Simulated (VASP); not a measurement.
A run of VASP 6.6.1 is set up as follows.

The input INCAR:

```
SYSTEM = Al
PREC = Accurate
ENCUT = 520
EDIFF = 1E-7
ISMEAR = 0
SIGMA = 0.15
LREAL = .FALSE.
LASPH = .TRUE.
NELM = 60
ALGO = Fast
ISIF = 2
LWAVE = .FALSE.
LCHARG = .FALSE.
GGA = PE
IVDW = 12
NBANDS = 8
```

File KPOINTS:

```
Automatic mesh
0
G
  22 22 22
  0 0 0
```

Contents of POSCAR:

```
Al
1.0
    0.0000000000      2.0239800000      2.0239800000
    2.0239800000      0.0000000000      2.0239800000
    2.0239800000      2.0239800000      0.0000000000
Al
1
Direct
    0.0000000000      0.0000000000      0.0000000000
```

Potentials or basis: VASP PAW PBE potentials, release 64 (Al).

Command:

```console
$ cat potpaw_PBE.64/Al/POTCAR > POTCAR
$ mpirun -np 1 vasp_std > vasp.out
```

(1) What does it give for the pressure?

(2) Predict the dispersion energy per atom.

Answers

(1) -3.8 GPa.

(2) -0.335 eV.

Caveat: pairwise dispersion overbinds metals, which lowers pressure and volume.
